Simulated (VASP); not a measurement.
**BAs: electric field gradients with PBE**

Crystal: BAs.

```
CELL_PARAMETERS angstrom
0.00000 2.41993 2.41993
2.41993 0.00000 2.41993
2.41993 2.41993 0.00000
ATOMIC_POSITIONS crystal
B 0.00000 0.00000 0.00000
As 0.75000 0.75000 0.75000
```

This cell differs from its parent crystal: volume scaled by 1.04.

```json
{
 "Program": "VASP 6.6.1",
 "Task": "electric field gradients",
 "Functional": "PBE",
 "Potentials or basis": "VASP PAW PBE potentials, release 64 (B, As)",
 "Cutoff": "520 eV",
 "k mesh": "15 × 15 × 15",
 "Occupations": "fermi-dirac, width 0.03 eV",
 "Spin": "no spin polarisation",
 "Dipole correction": "no",
 "Further INCAR settings": "ALGO = Normal; EDIFF = 1e-08; NBANDS = 11"
}
```

- Pressure: -1.9 GPa
- Band gap on the k mesh: 1.22 eV, indirect (least direct gap 3.23 eV)

Levels at points of the mesh, in eV from the valence-band top:
```
           k point  band 1  band 2  band 3  band 4  band 5  band 6  band 7  band 8  band 9
(0.00, 0.00, 0.00)  -15.05    0.00    0.00    0.00    3.23    3.23    3.23    4.19    9.40
```

Run time: 63 s on 1 thread of AMD EPYC 7R43 64-Core Processor (Zen 3), with other jobs on the host, peak memory 0.14 GiB.

Caveat: without QUAD_EFG the Cq values of the log hold for a quadrupole moment of 1 mb, not for the nuclei. A k mesh can miss the band edges.
